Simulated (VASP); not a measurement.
# Si62Ge (a cell with a defect) in VASP: a series of runs

Runs on Si62Ge (a cell with a defect). Level: PBEsol. Tasks: single point.

All numbers are computed with VASP 6.6.1; they aren't measurements. Logs are shortened: lines on timing, memory, paths and dates and some standing lists are left out, and cuts for length are marked.

### Step 1. The cell of the first run

The cell holds a defect, 63 atoms: a = 10.860 Å, b = 10.860 Å, c = 10.860 Å, α = 90.00°, β = 90.00°, γ = 90.00°.

### Step 2. Single point, PBEsol

The input, INCAR:

```
PREC = Accurate ; ENCUT = 520
EDIFF = 1E-6 ; ISMEAR = -1
SIGMA = 0.05 ; LREAL = Auto
LASPH = True ; NELM = 100
ALGO = Normal ; ISIF = 2
LWAVE = False ; LCHARG = True
GGA = PS ; LELF = True
LVHAR = True ; NBANDS = 168
NELECT = 264.0
```

The input, KPOINTS:

```
Automatic mesh
0
Gamma
  1 1 1
```

The input, POSCAR:

```
Si62Ge
1.0
   10.8600000000      0.0000000000      0.0000000000
    0.0000000000     10.8600000000      0.0000000000
    0.0000000000      0.0000000000     10.8600000000
Si Ge
62 1
Direct
    0.5026527145     -0.0012439802      0.0018821117
    0.7516253406      0.2480023460      0.0018875522
    0.8740349179      0.3763000526      0.1239327895
    0.8703884671      0.1216791478      0.3700226698
   -0.0024559245      0.0017350656      0.0002948660
    0.1246662308      0.1257583076      0.1242291035
    0.2508502200      0.2506580296     -0.0008782717
    0.3763793621      0.3742217633      0.1250672048
    0.4999918379      0.4995312567     -0.0010625842
    0.6246905868      0.6257111361      0.1241181014
    0.7486488709      0.7532316612      0.0005184435
    0.8705152915      0.8801757902      0.1276835718
    0.2494493912      0.0010419567      0.2487954128
    0.3740833916      0.1259118337      0.3735212440
    0.5016902965      0.2486854029      0.2512818449
    0.6246909032      0.3763529844      0.3733702942
    0.7495115421      0.5011191796      0.2488104308
    0.8742344892      0.6253039494      0.3738071840
    0.5014531303      0.0017685756      0.4963113897
    0.6247404106      0.1257867361      0.6240865778
    0.7486623286      0.2494024990      0.4965863478
    0.8746607868      0.3751740466      0.6238039473
    0.7494966826      0.0010224328      0.7486656133
    0.8739408232      0.1257628016      0.8737290935
   -0.0002224278      0.5007492101     -0.0007509635
    0.1242489089      0.6261904597      0.1246227882
    0.2495523012      0.7509006687     -0.0006328534
    0.3742398632      0.8764511789      0.1239785960
   -0.0030146802      0.2492753022      0.2481492075
    0.1246656761      0.3748650269      0.3738641540
    0.2499786606      0.5004270749      0.2482021114
    0.3752495246      0.6257539854      0.3741882300
    0.5008712402      0.7529985229      0.2481051350
    0.6287209251      0.8797637225      0.3695125782
   -0.0022119710     -0.0002851161      0.4969258322
    0.1244445453      0.1256116202      0.6241197446
    0.2496039997      0.2506070009      0.4990932387
    0.3746468651      0.3759632136      0.6247583335
    0.5001128343      0.5009106918      0.4989675562
    0.6249239504      0.6261251167      0.6241728114
    0.7506948528      0.7529235127      0.4969349537
    0.8743052159      0.8762541220      0.6243714857
    0.2503081585      0.0016307249      0.7494124308
    0.3767338967      0.1244718931      0.8761114012
    0.4995819420      0.2506612605      0.7502278454
    0.6260209051      0.3736592516      0.8758035738
    0.7489762605      0.5003222380      0.7495096428
    0.8745355398      0.6257371231      0.8750436808
   -0.0028397893      0.7531002523      0.2501992238
    0.1251365063      0.8761491531      0.3735229714
   -0.0003048740      0.5002342464      0.4986914144
    0.1250277113      0.6254353610      0.6246337762
    0.2501034873      0.7510690784      0.4989318533
    0.3755722214      0.8760401415      0.6237719795
   -0.0006927739      0.2506657192      0.7491279629
    0.1255958648      0.3757615120      0.8738840948
    0.2496492546      0.5009013254      0.7489498273
    0.3746010357      0.6250086088      0.8741319742
    0.4996591005      0.7511087415      0.7491213755
    0.6247268931      0.8764850974      0.8735286870
   -0.0008090431      0.7510063687      0.7496263525
    0.1248154157      0.8757015908      0.8745845874
    0.6446617112      0.1057887236      0.1451047671
```

Potentials or basis: VASP PAW PBE potentials, release 64 (Si, Ge_d).

On the command line:

```
$ cat potpaw_PBE.64/Si/POTCAR potpaw_PBE.64/Ge_d/POTCAR > POTCAR
$ mpirun -np 1 vasp_gam > vasp.out
```

OUTCAR:

```text
PREC = Accurate
   ENCUT = 520
   EDIFF = 1E-6
   ISMEAR = -1
   LREAL = Auto
   LASPH = True
   NELM = 100
   ISIF = 2
   GGA = PS
   NELECT = 264.0

 ion  position               nearest neighbor table
   1  0.503  0.999  0.002-  60 2.34  28 2.34  44 2.37  63 2.48
   2  0.752  0.248  0.002-  24 2.34   3 2.34  46 2.37  63 2.48
   3  0.874  0.376  0.124-   2 2.34  17 2.35  29 2.35  25 2.35
   4  0.870  0.122  0.370-  21 2.36  29 2.36  35 2.36
   5  0.998  0.002  0.000-  24 2.35   6 2.35  12 2.36  62 2.38
   6  0.125  0.126  0.124-  13 2.35   5 2.35  29 2.35   7 2.36
   7  0.251  0.251  0.999-   8 2.35  44 2.35  56 2.35   6 2.36
   8  0.376  0.374  0.125-   7 2.35   9 2.35  31 2.36  15 2.36
   9  0.500  0.500  0.999-  46 2.35   8 2.35  58 2.36  10 2.36
  10  0.625  0.626  0.124-  17 2.35  11 2.35  33 2.35   9 2.36
  11  0.749  0.753  0.001-  60 2.35  10 2.35  12 2.36  48 2.38
  12  0.871  0.880  0.128-  11 2.36   5 2.36  49 2.36
  13  0.249  0.001  0.249-  50 2.34   6 2.35  28 2.35  14 2.35
  14  0.374  0.126  0.374-  15 2.34  13 2.35  19 2.35  37 2.35
  15  0.502  0.249  0.251-  14 2.34  16 2.34   8 2.36  63 2.48
  16  0.625  0.376  0.373-  15 2.34  17 2.35  21 2.35  39 2.35
  17  0.750  0.501  0.249-  18 2.34  10 2.35  16 2.35   3 2.35
  18  0.874  0.625  0.374-  17 2.34  41 2.35  49 2.35  51 2.35
[... 13 lines left out ...]
  32  0.375  0.626  0.374-  39 2.35  53 2.35  31 2.36  33 2.38
  33  0.501  0.753  0.248-  28 2.35  10 2.35  34 2.36  32 2.38
  34  0.629  0.880  0.370-  33 2.36  19 2.36  41 2.36
  35  0.998  1.000  0.497-  50 2.35  42 2.35   4 2.36  36 2.38
  36  0.124  0.126  0.624-  43 2.35  37 2.35  55 2.35  35 2.38
  37  0.250  0.251  0.499-  30 2.35  14 2.35  36 2.35  38 2.36
  38  0.375  0.376  0.625-  57 2.35  45 2.36  37 2.36  39 2.36
  39  0.500  0.501  0.499-  32 2.35  16 2.35  40 2.35  38 2.36
  40  0.625  0.626  0.624-  59 2.35  47 2.35  39 2.35  41 2.38
[... 20 lines left out ...]
  61  0.999  0.751  0.750-  62 2.35  48 2.35  42 2.35  52 2.36
  62  0.125  0.876  0.875-  27 2.35  61 2.35  43 2.36   5 2.38
  63  0.645  0.106  0.145-  15 2.48   1 2.48   2 2.48

  LATTYP: Found a simple cubic cell.
 ALAT       =    10.8600000000

  Lattice vectors:

 A1 = (  10.8600000000,   0.0000000000,   0.0000000000)
 A2 = (   0.0000000000,  10.8600000000,   0.0000000000)
 A3 = (   0.0000000000,   0.0000000000,  10.8600000000)

Analysis of symmetry for initial positions (statically):
=====================================================================
 Subroutine PRICEL returns:
 Original cell was already a primitive cell.

 Routine SETGRP: Setting up the symmetry group for a
 simple cubic supercell.

 Subroutine GETGRP returns: Found  1 space group operations
 (whereof  1 operations were pure point group operations)
 out of a pool of 48 trial point group operations.

The static configuration has the point symmetry C_1 .

Analysis of symmetry for dynamics (positions and initial velocities):
=====================================================================
 Subroutine PRICEL returns:
 Original cell was already a primitive cell.

 Routine SETGRP: Setting up the symmetry group for a
 simple cubic supercell.

 Subroutine GETGRP returns: Found  1 space group operations
 (whereof  1 operations were pure point group operations)
 out of a pool of 48 trial point group operations.

The dynamic configuration has the point symmetry C_1 .

 Subroutine INISYM returns: Found  1 space group operations
 (whereof  1 operations are pure point group operations),
 and found     1 'primitive' translations

----------------------------------------------------------------------------------------

                                     Primitive cell

  volume of cell :    1280.8241

  direct lattice vectors                    reciprocal lattice vectors
    10.860000000  0.000000000  0.000000000     0.092081031  0.000000000  0.000000000
     0.000000000 10.860000000  0.000000000     0.000000000  0.092081031  0.000000000
     0.000000000  0.000000000 10.860000000     0.000000000  0.000000000  0.092081031

  length of vectors
    10.860000000 10.860000000 10.860000000     0.092081031  0.092081031  0.092081031

  position of ions in fractional coordinates (direct lattice)
     0.502652715  0.998756020  0.001882112
     0.751625341  0.248002346  0.001887552
     0.874034918  0.376300053  0.123932790
     0.870388467  0.121679148  0.370022670
     0.997544076  0.001735066  0.000294866
     0.124666231  0.125758308  0.124229103
[... 55 lines left out ...]
     0.124815416  0.875701591  0.874584587
     0.644661711  0.105788724  0.145104767

  ion indices of the primitive-cell ions
   primitive index   ion index
                 1           1
                 2           2
                 3           3
                 4           4
                 5           5
                 6           6
[... 55 lines left out ...]
                62          62
                63          63

----------------------------------------------------------------------------------------

 KPOINTS: Automatic mesh

Automatic generation of k-mesh.
 Grid dimensions read from file:
 generate k-points for:    1    1    1

 Generating k-lattice:

  Cartesian coordinates                     Fractional coordinates (reciprocal lattice)
     0.092081031  0.000000000  0.000000000     1.000000000  0.000000000  0.000000000
     0.000000000  0.092081031  0.000000000     0.000000000  1.000000000  0.000000000
     0.000000000  0.000000000  0.092081031     0.000000000  0.000000000  1.000000000

  Length of vectors
     0.092081031  0.092081031  0.092081031

  Shift w.r.t. Gamma in fractional coordinates (k-lattice)
     0.000000000  0.000000000  0.000000000

 Subroutine IBZKPT returns following result:
 ===========================================

 Found      1 irreducible k-points:

 Following reciprocal coordinates:
            Coordinates               Weight
  0.000000  0.000000  0.000000      1.000000
   k-points           NKPTS =      1   k-points in BZ     NKDIM =      1   number of bands    NBANDS=    168
   number of dos      NEDOS =    301   number of ions     NIONS =     63
   total plane-waves  NPLWV = 592704
   dimension x,y,z NGX =    84 NGY =   84 NGZ =   84
   dimension x,y,z NGXF=   168 NGYF=  168 NGZF=  168
   ions per type =              62   1
   NGX,Y,Z   is equivalent  to a cutoff of  12.86, 12.86, 12.86 a.u.
   NGXF,Y,Z  is equivalent  to a cutoff of  25.72, 25.72, 25.72 a.u.
 SYSTEM =  unknown system
   PREC   = accura    normal or accurate (medium, high low for compatibility)
   ISTART =      0    job   : 0-new  1-cont  2-samecut
   ICHARG =      2    charge: 1-file 2-atom 10-const
   ISPIN  =      1    spin polarized calculation?
   LNONCOLLINEAR =      F non collinear calculations
   LSORBIT =      F    spin-orbit coupling
   LASPH  =      T    aspherical Exc in radial PAW
   ENCUT  =  520.0 eV  38.22 Ry    6.18 a.u.  20.19 20.19 20.19*2*pi/ulx,y,z
   NELM   =    100;   NELMIN=  2; NELMDL= -5     # of ELM steps
   EDIFF  = 0.1E-05   stopping-criterion for ELM
   LREAL  =      T    real-space projection
   EDIFFG = 0.1E-04   stopping-criterion for IOM
   NSW    =      0    number of steps for IOM
[... 5 lines left out ...]
   TEBEG  =    0.0;   TEEND  =   0.0 temperature during run
   PSTRESS=    0.0 pullay stress
   NELECT =     264.0000    total number of electrons
   NUPDOWN=      -1.0000    fix difference up-down
   EMIN   =  10.00;   EMAX   =-10.00  energy-range for DOS
   EFERMI =   0.00;   METHOD = LEGACY
   ISMEAR =    -1;   SIGMA  =   0.05  broadening in eV -4-tet -1-fermi 0-gaus
   EFERMI_NEDOS =   21; number of points for ismear=-14 and -15
   IALGO  =     38    algorithm
   IMIX   =      4    mixing-type and parameters
     AMIX     =   0.40;   BMIX     =  1.00
     AMIX_MAG =   1.60;   BMIX_MAG =  1.00
  volume/ion in A,a.u.               =      20.33       137.20
  Fermi-wavevector in a.u.,A,eV,Ry     =   0.967044  1.827449 12.723821  0.935174
  Thomas-Fermi vector in A             =   2.096897
   LORBIT       =      0    0 simple, 1 ext, 2 COOP (PROOUT), +10 PAW based schemes
   GGA     = PS    functional components
   LHFCALC =     F    Hartree Fock is set to
   AEXX    =    0.0000 exact exchange contribution
   IVDW    =     0    specifies the selected vdW correction
   LEPSILON=     F    determine dielectric tensor
   LRPA    =     F    only Hartree local field effects (RPA)
 non-spin polarized calculation
  energy-cutoff  :      520.00
  volume of cell :     1280.82
 maximum number of plane-waves:     17229
 NGX is ok and might be reduce to    84
   NGX = 41   NGY = 41   NGZ = 41

 number of electron     263.9999980 magnetization

 Free energy of the ion-electron system (eV)
  ---------------------------------------------------
  ext. energy  EPLUGINS =         0.00000000
  ---------------------------------------------------
  free energy    TOTEN  =      -339.29780919 eV

  energy without entropy =     -338.97419613  energy(sigma->0) =     -339.13600266

 E-fermi :   6.1607     XC(G=0):  -9.5435

 val. band max:        6.0973647427   @ k =   0.0000   0.0000   0.0000
 cond. band min:       6.1826869534   @ k =   0.0000   0.0000   0.0000
 fundamental gap:      0.0853222107
 Fermi energy:         6.1606522386

 k-point     1 :       0.0000    0.0000    0.0000
  band No.  band energies     occupation
      1     -18.1613      2.00000
      2     -18.1611      2.00000
      3     -18.1609      2.00000
      4     -18.1206      2.00000
      5     -18.1202      2.00000
      6      -6.3125      2.00000
[... 136 lines left out ...]
    143       6.7819      0.00001
    144       6.7822      0.00001
 [bands above 144 left out]

------------------------ aborting loop because EDIFF is reached ----------------------------------------

  FORCE on cell =-STRESS in cart. coord.  units (eV):
  Direction    XX          YY          ZZ          XY          YZ          ZX
  --------------------------------------------------------------------------------------
  -------------------------------------------------------------------------------------
  Total       18.9509286     18.9418235     18.9015101     -0.4949871     -0.3662095      0.3715526
  in kB       23.7056354     23.6942460     23.6438181     -0.6191773     -0.4580899      0.4647735
  external PRESSURE =      23.6812332 kB  Pullay stress =       0.0000000 kB

 VOLUME and BASIS-vectors are now :
 -----------------------------------------------------------------------------
  energy-cutoff  :      520.00
  volume of cell :     1280.82
      direct lattice vectors                 reciprocal lattice vectors
    10.860000000  0.000000000  0.000000000     0.092081031  0.000000000  0.000000000
     0.000000000 10.860000000  0.000000000     0.000000000  0.092081031  0.000000000
     0.000000000  0.000000000 10.860000000     0.000000000  0.000000000  0.092081031

 POSITION                                       TOTAL-FORCE (eV/Angst)
 -----------------------------------------------------------------------------------
      5.45881     10.84649      0.02044         0.004248     -0.002753      0.005500
      8.16265      2.69331      0.02050         0.000636     -0.006739      0.009395
      9.49202      4.08662      1.34591         0.000288     -0.003307     -0.004619
      9.45242      1.32144      4.01845         0.001470      0.008003     -0.004047
     10.83333      0.01884      0.00320        -0.002872     -0.008886      0.008206
      1.35388      1.36574      1.34913        -0.002533      0.004419     -0.009768
[... 55 lines left out ...]
      1.35550      9.51012      9.49799        -0.001725     -0.000832      0.005142
      7.00103      1.14887      1.57584         0.004629      0.001242      0.004224
 -----------------------------------------------------------------------------------
    total drift:                               -0.024726      0.032332     -0.038865

  FREE ENERGIE OF THE ION-ELECTRON SYSTEM (eV)
  ---------------------------------------------------
  free  energy   TOTEN  =      -339.2978091935 eV

  energy  without entropy=     -338.9741961302  energy(sigma->0) =     -339.13600266
```

Wall time 8 min (1 thread of Intel Xeon Platinum 8259CL at 2.50GHz (Skylake/Cascade Lake), shared host); peak memory 1 GiB.

Results:

| Property | Result |
| --- | --- |
| Free energy | -339.2978 eV |
| Largest force | 0.019 eV/Å |

Forces in eV/Å, atoms in the order of the input:
```
Si   0.004 -0.003  0.005
Si   0.001 -0.007  0.009
Si   0.000 -0.003 -0.005
Si   0.001  0.008 -0.004
Si  -0.003 -0.009  0.008
Si  -0.003  0.004 -0.010
Si  -0.004 -0.002  0.003
Si   0.003 -0.005 -0.018
Si  -0.002  0.006  0.000
Si  -0.002  0.005 -0.001
Si   0.003  0.006  0.009
Si  -0.001  0.000 -0.006
Si  -0.006 -0.001  0.004
Si   0.003 -0.001  0.003
Si   0.016 -0.010 -0.002
Si  -0.011  0.000 -0.002
Si  -0.002  0.002 -0.001
Si   0.004 -0.002  0.000
Si   0.004 -0.002 -0.002
Si  -0.006  0.002 -0.004
Si   0.008 -0.012  0.000
Si   0.003 -0.006  0.002
Si   0.000  0.003  0.001
Si   0.003  0.004 -0.003
Si  -0.002  0.009 -0.006
Si  -0.003  0.000 -0.005
Si  -0.003 -0.001 -0.006
Si   0.002  0.000 -0.006
Si  -0.002 -0.007  0.006
Si   0.001 -0.005  0.001
Si  -0.002  0.004  0.018
Si   0.011 -0.004  0.003
Si   0.007  0.010  0.005
Si  -0.005  0.001 -0.004
Si  -0.001  0.010 -0.002
Si  -0.004 -0.002 -0.004
Si  -0.009  0.003 -0.005
Si   0.008 -0.002  0.007
Si  -0.008  0.006  0.002
Si   0.002  0.005 -0.006
Si  -0.009 -0.001  0.001
Si   0.002 -0.003  0.002
Si   0.000 -0.013  0.007
Si   0.002  0.010  0.007
Si   0.002  0.006 -0.008
Si  -0.015 -0.006  0.004
Si   0.007 -0.001  0.002
Si   0.014 -0.004 -0.001
Si   0.001  0.004 -0.012
Si   0.006 -0.002  0.008
Si  -0.002  0.014  0.003
Si  -0.003 -0.002 -0.002
Si  -0.009  0.002 -0.004
Si   0.002 -0.004 -0.003
Si  -0.004  0.007 -0.006
Si   0.002 -0.003  0.006
Si   0.004  0.001  0.007
Si   0.003 -0.008  0.001
Si  -0.004  0.001 -0.002
Si  -0.006 -0.001  0.001
Si   0.000  0.001 -0.005
Si  -0.002 -0.001  0.005
Ge   0.005  0.001  0.004
```

Caveat: the k points lie up to 0.58 Å⁻¹ apart; the cell carries a net charge on a neutralising background, which shifts energy and pressure; the cell is charged against a uniform background, so pressure and absolute levels hang on convention; the PAW data sets were made with another functional, which shifts forces and pressure a little.

[end of part 1 of 2]
